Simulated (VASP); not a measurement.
**SnSe (zincblende type): single point with LDA**

SnSe (zincblende type):

```
CELL_PARAMETERS angstrom
0.00000 2.69513 2.69513
2.69513 0.00000 2.69513
2.69513 2.69513 0.00000
ATOMIC_POSITIONS crystal
Sn 0.00000 0.00000 0.00000
Se 0.25000 0.25000 0.25000
```

This cell differs from its parent crystal: volume scaled by 0.55.

| Item | Value |
| --- | --- |
| Program | VASP 6.6.1 |
| Task | single point |
| Functional | LDA |
| Potentials or basis | VASP PAW LDA potentials, release 64 (Sn_d, Se) |
| Cutoff | 520 eV |
| k mesh | 11 × 11 × 11 |
| Occupations | fermi-dirac, width 0.08 eV |
| Spin | no spin polarisation |
| Dipole correction | no |
| Further INCAR settings | ALGO = Normal; EDIFF = 1e-06; NBANDS = 17 |

```
Pressure               : 67.2 GPa
Band gap on the k mesh : zero (band 10 reaches 11.28 eV, above the bottom of band 11 at 9.42 eV)
```

Levels at points of the mesh, in eV from the Fermi level:
```csv
k point,band 6,band 7,band 8,band 9,band 10,band 11,band 12,band 13,band 14,band 15
"(0.00, 0.00, 0.00)",-18.73,-4.25,-4.25,-4.25,-3.16,0.80,0.80,0.80,5.93,7.79
```

Run time: 26 s on 1 thread of Intel Xeon 6975P-C, on a shared host, peak memory 0.17 GiB.

Caveat: spin-orbit coupling is left out, which moves the levels of the heavy elements.
